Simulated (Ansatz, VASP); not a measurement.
## Ti3S2 in VASP and in Ansatz

INCAR

```
PREC = Accurate
ENCUT = 520
EDIFF = 1E-7
ISMEAR = -1
SIGMA = 0.05
LREAL = F
LASPH = T
NELM = 150
ALGO = Normal
ISIF = 2
LWAVE = F
LCHARG = F
LMAXMIX = 4
LDAU = T
LDAUTYPE = 2
LDAUL = 2 -1
LDAUU = 6 0
LDAUJ = 0 0
LDAUPRINT = 1
GGA = PS
NBANDS = 32
```

KPOINTS

```
Automatic mesh
0
Gamma
  6 6 6
```

POSCAR

```
Ti3S2
1.0
    2.7131139241      1.5664170544      3.2376184047
   -2.7131139241      1.5664170544      3.2376184047
    0.0000000000     -3.1328341088      3.2376184047
Ti S
3 2
Direct
    0.0000000000      0.3356550000      0.6643450000
    0.6643450000      0.0000000000      0.3356550000
    0.3356550000      0.6643450000      0.0000000000
    0.1678390000      0.1678390000      0.1678390000
    0.8321610000      0.8321610000      0.8321610000
```

input.yaml

```yaml
crystal:
  lattice:
    - [2.7131139241, 1.5664170544, 3.2376184047]
    - [-2.7131139241, 1.5664170544, 3.2376184047]
    - [0.0, -3.1328341088, 3.2376184047]
  atoms:
    - { symbol: Ti, position: [0.0, 0.335655, 0.664345] }
    - { symbol: Ti, position: [0.664345, 0.0, 0.335655] }
    - { symbol: Ti, position: [0.335655, 0.664345, 0.0] }
    - { symbol: S, position: [0.167839, 0.167839, 0.167839] }
    - { symbol: S, position: [0.832161, 0.832161, 0.832161] }
hamiltonian:
  xc: pbesol
  pseudopotentials: { kind: paw }
  hubbard: { sites: [{ species: Ti, l: d, u_eff: 6.0 }] }
kpoints:
  mp_grid: { grid: [6, 6, 6] }
scf:
  occupations: { method: fermi_dirac, width: 0.05 }
  n_extra_bands: 12
output:
  forces: true
  stress: true
  eigenvalues: true
  dos: { projected: true, de: 0.05, nscf_kmesh: { grid: [9, 9, 9] } }
```

Alike in both runs: functional PBEsol; k mesh 6 × 6 × 6; occupations fermi-dirac, width 0.05 eV; no spin polarisation; Hubbard terms Ti d U = 6.0 eV.

|  | VASP | Ansatz |
| --- | --- | --- |
| version | VASP 6.6.1 | Ansatz 0.2.0 |
| potentials or method | VASP PAW PBE potentials, release 64 (Ti_sv, S) | Ansatz PAW |
| plane-wave cutoff (eV) | 520 | 420 |
| valence electrons in the cell | 48 | 48 |
| task | single point | projected density of states |

|  | VASP | Ansatz | Ansatz less VASP |
| --- | --- | --- | --- |
| pressure (GPa) | 5.0 | 8.8 | +3.83 |
| traceless stress, the component that is largest in VASP (GPa) | 1.13 | 5.71 | +4.580 |
| rms of the force components (eV/Å) | 0.083 | 0.204 | +0.1204 |

VASP's potentials were made for PBE, not for PBEsol. The programs project onto different local orbitals, so the same U acts differently, and such runs can settle in different states. Atom by atom the forces differ by 0.222 eV/Å (rms over components).
